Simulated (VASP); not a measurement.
# InSe in VASP: single point with PBE+D3(BJ)

Aim: the single point of InSe with PBE+D3(BJ).

Everything below comes from runs of VASP 6.6.1. Logs are shortened: lines on timing, memory, paths and dates and some standing lists are left out, and cuts for length are marked.

## Step 1: The cell of the first run

The cell holds a slab with vacuum, 4 atoms: a = 4.107 Å, b = 4.047 Å, c = 36.723 Å, α = 90.00°, β = 90.00°, γ = 120.49°.

## Step 2: Single point, PBE+D3(BJ) (strain along x +0.020, then relaxed in part)

INCAR reads:

```
  ALGO = Normal
  DIPOL = 0.5 0.5 0.500
  EDIFF = 1E-6
  ENCUT = 520
  GGA = PE
  IDIPOL = 3
  ISIF = 2
  ISMEAR = 0
  IVDW = 12
  LASPH = T
  LCHARG = F
  LDIPOL = T
  LREAL = F
  LWAVE = F
  NBANDS = 27
  NELM = 80
  PREC = Accurate
  SIGMA = 0.02
```

KPOINTS reads:

```
k-points
0
Gamma
  12 12 1
```

POSCAR reads:

```
InSe
1.0
    4.1071647060      0.0000000000      0.0000000000
   -2.0535823530      3.4871656597      0.0000000000
    0.0000000000      0.0000000000     36.7225669509
Se In
2 2
Direct
    0.3345330668      0.6690661337      0.4272422817
    0.3345330668      0.6690661337      0.5727577183
   -0.0011997335     -0.0023994670      0.4619086013
   -0.0011997335     -0.0023994670      0.5380913987
```

Potentials or basis: VASP PAW PBE potentials, release 64 (Se, In_d).

The run is started by

```bash
> cat potpaw_PBE.64/Se/POTCAR potpaw_PBE.64/In_d/POTCAR > POTCAR
> mpirun -np 1 vasp_std > vasp.out
```

OUTCAR:

```text
EDIFF = 1E-6
   ENCUT = 520
   GGA = PE
   ISIF = 2
   ISMEAR = 0
   IVDW = 12
   LASPH = T
   LREAL = F
   NELM = 80
   PREC = Accurate
 IVDW          = 12

 ion  position               nearest neighbor table
   1  0.335  0.669  0.427-   3 2.67   3 2.67   3 2.67
   2  0.335  0.669  0.573-   4 2.67   4 2.67   4 2.67
   3  0.999  0.998  0.462-   1 2.67   1 2.67   1 2.67   4 2.80
   4  0.999  0.998  0.538-   2 2.67   2 2.67   2 2.67   3 2.80

  Warning from LATTYP: Monoclinic adjustment (A1->A3, A2->A1, A3->A2)!
  LATTYP: Found a base centered orthorhombic cell.
 ALAT       =     4.1071647060
 B/A-ratio  =     1.6980890270
 C/A-ratio  =     8.9410991717

  Lattice vectors:

 A1 = (   2.0535823530,  -3.4871656597,   0.0000000000)
 A2 = (   2.0535823530,   3.4871656597,   0.0000000000)
 A3 = (   0.0000000000,   0.0000000000,  36.7225669509)

Analysis of symmetry for initial positions (statically):
=====================================================================
 Subroutine PRICEL returns:
 Original cell was already a primitive cell.

 Routine SETGRP: Setting up the symmetry group for a
 base centered orthorhombic supercell.

 Subroutine GETGRP returns: Found  4 space group operations
 (whereof  4 operations were pure point group operations)
 out of a pool of  8 trial point group operations.

The static configuration has the point symmetry C_2v.

Analysis of symmetry for dynamics (positions and initial velocities):
=====================================================================
 Subroutine PRICEL returns:
 Original cell was already a primitive cell.

 Routine SETGRP: Setting up the symmetry group for a
 base centered orthorhombic supercell.

 Subroutine GETGRP returns: Found  4 space group operations
 (whereof  4 operations were pure point group operations)
 out of a pool of  8 trial point group operations.

The dynamic configuration has the point symmetry C_2v.

 Subroutine INISYM returns: Found  4 space group operations
 (whereof  4 operations are pure point group operations),
 and found     1 'primitive' translations

----------------------------------------------------------------------------------------

                                     Primitive cell

  volume of cell :     525.9540

  direct lattice vectors                    reciprocal lattice vectors
     4.107164706  0.000000000  0.000000000     0.243476966  0.143382921  0.000000000
    -2.053582353  3.487165660  0.000000000     0.000000000  0.286765843  0.000000000
     0.000000000  0.000000000 36.722566951     0.000000000  0.000000000  0.027231212

  length of vectors
     4.107164706  4.046915470 36.722566951     0.282559188  0.286765843  0.027231212

  position of ions in fractional coordinates (direct lattice)
     0.334533067  0.669066134  0.427242282
     0.334533067  0.669066134  0.572757718
     0.998800266  0.997600533  0.461908601
     0.998800266  0.997600533  0.538091399

  ion indices of the primitive-cell ions
   primitive index   ion index
                 1           1
                 2           2
                 3           3
                 4           4

----------------------------------------------------------------------------------------

 KPOINTS: k-points

Automatic generation of k-mesh.
 Grid dimensions read from file:
 generate k-points for:   12   12    1

 Generating k-lattice:

  Cartesian coordinates                     Fractional coordinates (reciprocal lattice)
     0.020289747  0.011948577  0.000000000     0.083333333  0.000000000  0.000000000
     0.000000000  0.023897154  0.000000000     0.000000000  0.083333333  0.000000000
     0.000000000  0.000000000  0.027231212     0.000000000  0.000000000  1.000000000

  Length of vectors
     0.023546599  0.023897154  0.027231212

  Shift w.r.t. Gamma in fractional coordinates (k-lattice)
     0.000000000  0.000000000  0.000000000

 Subroutine IBZKPT returns following result:
 ===========================================

 Found     43 irreducible k-points:

 Following reciprocal coordinates:
            Coordinates               Weight
  0.000000  0.000000  0.000000      1.000000
  0.083333 -0.000000  0.000000      4.000000
  0.166667  0.000000  0.000000      4.000000
  0.250000  0.000000  0.000000      4.000000
  0.333333 -0.000000  0.000000      4.000000
  0.416667  0.000000  0.000000      4.000000
[... 16 lines left out ...]
  0.333333  0.166667  0.000000      4.000000
  0.416667  0.166667  0.000000      4.000000
 [... further k-points ...]
   k-points           NKPTS =     43   k-points in BZ     NKDIM =     43   number of bands    NBANDS=     27
   number of dos      NEDOS =    301   number of ions     NIONS =      4
   total plane-waves  NPLWV = 268800
   dimension x,y,z NGX =    32 NGY =   30 NGZ =  280
   dimension x,y,z NGXF=    64 NGYF=   60 NGZF=  560
   ions per type =               2   2
   NGX,Y,Z   is equivalent  to a cutoff of  12.95, 12.32, 12.68 a.u.
   NGXF,Y,Z  is equivalent  to a cutoff of  25.91, 24.65, 25.35 a.u.
 SYSTEM =  unknown system
   PREC   = accura    normal or accurate (medium, high low for compatibility)
   ISTART =      0    job   : 0-new  1-cont  2-samecut
   ICHARG =      2    charge: 1-file 2-atom 10-const
   ISPIN  =      1    spin polarized calculation?
   LNONCOLLINEAR =      F non collinear calculations
   LSORBIT =      F    spin-orbit coupling
   LASPH  =      T    aspherical Exc in radial PAW
   ENCUT  =  520.0 eV  38.22 Ry    6.18 a.u.   7.64  7.52 68.28*2*pi/ulx,y,z
   NELM   =     80;   NELMIN=  2; NELMDL= -5     # of ELM steps
   EDIFF  = 0.1E-05   stopping-criterion for ELM
   LREAL  =      F    real-space projection
   EDIFFG = 0.1E-04   stopping-criterion for IOM
   NSW    =      0    number of steps for IOM
   IBRION =     -1    ionic relax: 0-MD 1-quasi-New 2-CG
   NFREE  =      0    steps in history (QN), initial steepest desc. (CG)
   ISIF   =      2    stress and relaxation
   ISYM   =      2    0-nonsym 1-usesym 2-fastsym
   POTIM  = 0.5000    time-step for ionic-motion
   TEBEG  =    0.0;   TEEND  =   0.0 temperature during run
   PSTRESS=    0.0 pullay stress
   NELECT =      38.0000    total number of electrons
   NUPDOWN=      -1.0000    fix difference up-down
   EMIN   =  10.00;   EMAX   =-10.00  energy-range for DOS
   EFERMI =   0.00;   METHOD = LEGACY
   ISMEAR =     0;   SIGMA  =   0.02  broadening in eV -4-tet -1-fermi 0-gaus
   EFERMI_NEDOS =   21; number of points for ismear=-14 and -15
   IALGO  =     38    algorithm
   IMIX   =      4    mixing-type and parameters
     AMIX     =   0.40;   BMIX     =  1.00
     AMIX_MAG =   1.60;   BMIX_MAG =  1.00
  volume/ion in A,a.u.               =     131.49       887.33
  Fermi-wavevector in a.u.,A,eV,Ry     =   0.681847  1.288504  6.325553  0.464915
  Thomas-Fermi vector in A             =   1.760748
   LORBIT       =      0    0 simple, 1 ext, 2 COOP (PROOUT), +10 PAW based schemes
   GGA     = PE    functional components
   LHFCALC =     F    Hartree Fock is set to
   AEXX    =    0.0000 exact exchange contribution
   IVDW    =    12    specifies the selected vdW correction
   LEPSILON=     F    determine dielectric tensor
   LRPA    =     F    only Hartree local field effects (RPA)
 non-spin polarized calculation
 Gauss-broadening in eV      SIGMA  =   0.02
  energy-cutoff  :      520.00
  volume of cell :      525.95
 maximum number of plane-waves:     14241
   NGX = 15   NGY = 15   NGZ =137

 dipolmoment           0.000000      0.000000     -0.000000 electrons x Angstroem

 number of electron      37.9999995 magnetization

 dipolmoment           0.000000      0.000000      0.000000 electrons x Angstroem

 Free energy of the ion-electron system (eV)
  ---------------------------------------------------
  ext. energy  EPLUGINS =         0.00000000
  ---------------------------------------------------
  free energy    TOTEN  =       -14.21124811 eV

  energy without entropy =      -14.21124811  energy(sigma->0) =      -14.21124811

 E-fermi :  -3.7261     XC(G=0):  -2.2950

 val. band max:       -3.8561956393   @ k =   0.0833   0.0833   0.0000
 cond. band min:      -2.4166917257   @ k =   0.0000   0.0000   0.0000
 fundamental gap:      1.4395039136
 Fermi energy:        -3.7261224526

 k-point     1 :       0.0000    0.0000    0.0000
  band No.  band energies     occupation
      1     -17.9351      2.00000
      2     -17.7525      2.00000
      3     -17.7484      2.00000
      4     -17.6703      2.00000
      5     -17.6645      2.00000
      6     -17.6621      2.00000
[... 19 lines left out ...]
     26       2.1183      0.00000
     27       2.2451      0.00000

 k-point     2 :       0.0833   -0.0000    0.0000
  band No.  band energies     occupation
      1     -17.9346      2.00000
      2     -17.7727      2.00000
      3     -17.7485      2.00000
      4     -17.6930      2.00000
      5     -17.6637      2.00000
      6     -17.6615      2.00000
[... 19 lines left out ...]
     26       2.0579      0.00000
     27       2.2023      0.00000

 k-point     3 :       0.1667    0.0000    0.0000
  band No.  band energies     occupation
      1     -17.9360      2.00000
      2     -17.8211      2.00000
      3     -17.7511      2.00000
      4     -17.7471      2.00000
      5     -17.6679      2.00000
      6     -17.6498      2.00000
[... 19 lines left out ...]
     26       2.0762      0.00000
     27       2.4458      0.00000

 k-point     4 :       0.2500    0.0000    0.0000
  band No.  band energies     occupation
      1     -17.9510      2.00000
      2     -17.8633      2.00000
      3     -17.8174      2.00000
      4     -17.7464      2.00000
      5     -17.6737      2.00000
      6     -17.6347      2.00000
[... 19 lines left out ...]
     26       2.3079      0.00000
     27       2.8504      0.00000

 k-point     5 :       0.3333   -0.0000    0.0000
  band No.  band energies     occupation
      1     -17.9855      2.00000
      2     -17.8775      2.00000
      3     -17.8735      2.00000
      4     -17.7469      2.00000
      5     -17.6794      2.00000
      6     -17.6187      2.00000
[... 19 lines left out ...]
     26       2.7137      0.00000
     27       3.4212      0.00000

 k-point     6 :       0.4167    0.0000    0.0000
  band No.  band energies     occupation
      1     -18.0159      2.00000
      2     -17.9101      2.00000
      3     -17.8788      2.00000
      4     -17.7478      2.00000
      5     -17.6835      2.00000
      6     -17.6064      2.00000
[... 444 lines left out ...]
      1     -17.9621      2.00000
      2     -17.8737      2.00000
      3     -17.8448      2.00000
      4     -17.7512      2.00000
      5     -17.6741      2.00000
      6     -17.6310      2.00000
[... 19 lines left out ...]
     26       2.6769      0.00000
     27       2.8419      0.00000

 k-point    22 :       0.2500    0.1667    0.0000
  band No.  band energies     occupation
      1     -17.9930      2.00000
      2     -17.8883      2.00000
      3     -17.8795      2.00000
      4     -17.7547      2.00000
      5     -17.6748      2.00000
      6     -17.6216      2.00000
[... 19 lines left out ...]
     26       3.1678      0.00000
     27       3.3653      0.00000

 k-point    23 :       0.3333    0.1667    0.0000
  band No.  band energies     occupation
      1     -18.0169      2.00000
      2     -17.9167      2.00000
      3     -17.8792      2.00000
      4     -17.7579      2.00000
      5     -17.6748      2.00000
      6     -17.6152      2.00000
[... 19 lines left out ...]
     26       3.5653      0.00000
     27       3.5674      0.00000

 k-point    24 :       0.4167    0.1667    0.0000
  band No.  band energies     occupation
      1     -18.0252      2.00000
      2     -17.9260      2.00000
      3     -17.8788      2.00000
      4     -17.7592      2.00000
      5     -17.6741      2.00000
      6     -17.6135      2.00000
[... 19 lines left out ...]
     26       3.6526      0.00000
     27       4.1456      0.00000

 [... further k-points ...]

------------------------ aborting loop because EDIFF is reached ----------------------------------------

 vacuum level on the upper side and lower side of the slab       (xc-potential included)        -0.005        -0.005

 Edisp (eV)   -0.86978

 E8    (eV) :    -0.4196

  FORCE on cell =-STRESS in cart. coord.  units (eV):
  Direction    XX          YY          ZZ          XY          YZ          ZX
  --------------------------------------------------------------------------------------
  -------------------------------------------------------------------------------------
  Total      -0.86308    -0.22883     0.01325     0.00000     0.00000     0.00000
  in kB      -2.62914    -0.69708     0.04037     0.00000     0.00000     0.00000
  external pressure =       -1.10 kB  Pullay stress =        0.00 kB

 VOLUME and BASIS-vectors are now :
 -----------------------------------------------------------------------------
  energy-cutoff  :      520.00
  volume of cell :      525.95
      direct lattice vectors                 reciprocal lattice vectors
     4.107164706  0.000000000  0.000000000     0.243476966  0.143382921  0.000000000
    -2.053582353  3.487165660  0.000000000     0.000000000  0.286765843  0.000000000
     0.000000000  0.000000000 36.722566951     0.000000000  0.000000000  0.027231212

 POSITION                                       TOTAL-FORCE (eV/Angst)
 -----------------------------------------------------------------------------------
     -0.00000      2.33314     15.68943        -0.000000      0.000747     -0.014900
     -0.00000      2.33314     21.03313        -0.000000      0.000747      0.014900
      2.05358      3.47880     16.96247         0.000000     -0.000747      0.015418
      2.05358      3.47880     19.76010         0.000000     -0.000747     -0.015418
 -----------------------------------------------------------------------------------
    total drift:                                0.000038     -0.000140     -0.000000

  FREE ENERGIE OF THE ION-ELECTRON SYSTEM (eV)
  ---------------------------------------------------
  free  energy   TOTEN  =       -15.0810266797 eV

  energy  without entropy=      -15.0810266797  energy(sigma->0) =      -15.08102668

 vacuum level on the upper side and lower side of the slab         2.071         2.071
```

It took 29 min on 1 thread of Intel Xeon 8259CL, shared host; peak memory 0.98 GiB.

Results:

| Item | Value |
| --- | --- |
| Free energy | -15.0810 eV |
| Largest force | 0.015 eV/Å |
| Band gap on the k mesh | 1.44 eV (least direct gap 1.52 eV) |
| Dispersion energy per atom | -0.217 eV |

Forces in eV/Å, atoms in the order of the input:
```
Se   0.000  0.001 -0.015
Se   0.000  0.001  0.015
In   0.000 -0.001  0.015
In   0.000 -0.001 -0.015
```

Caveat: the cell differs from its parent crystal (strain along x +0.020, then relaxed in part); spin-orbit coupling is left out, which moves the levels of the heavy elements.
